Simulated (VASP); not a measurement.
Here is a VASP 6.6.1 calculation.

INCAR

```
ALGO = Normal
EDIFF = 1E-6
ENCUT = 520
GGA = PE
ISIF = 2
ISMEAR = -1
LASPH = T
LCHARG = F
LREAL = F
LWAVE = F
NBANDS = 27
NELM = 80
PREC = Accurate
SIGMA = 0.1
```

The input KPOINTS:

```
k-points
0
Gamma
  6 6 4
```

Contents of POSCAR:

```
AgBiTeSe
1.0
    4.3378402752      0.0000000000      0.0000000000
    0.0000000000      4.3378402752      0.0000000000
    0.0000000000      0.0000000000      6.4953645565
Ag Bi Te Se
1 1 1 1
Direct
    0.0000000000      0.0000000000      0.0000000000
    0.5000000000      0.5000000000      0.5000000000
    0.5000000000      0.5000000000      0.0000000000
    0.0000000000      0.0000000000      0.5000000000
```

Potentials or basis: VASP PAW PBE potentials, release 64 (Ag, Bi_d, Te, Se).

Command:

```console
$ cat potpaw_PBE.64/Ag/POTCAR potpaw_PBE.64/Bi_d/POTCAR potpaw_PBE.64/Te/POTCAR potpaw_PBE.64/Se/POTCAR > POTCAR
$ mpirun -np 1 vasp_std > vasp.out
```

What does it give for the band gap on the k mesh?

Zero (bands 19 and 20 overlap by 0.55 eV).

Estimate the pressure.

-4.2 GPa.

Stress tensor (GPa, compression positive):
```
-5.01  0.00  0.00
 0.00 -5.01  0.00
 0.00  0.00 -2.58
```

Caveat: the cell stands under tension; spin-orbit coupling is left out, which moves the levels of the heavy elements.
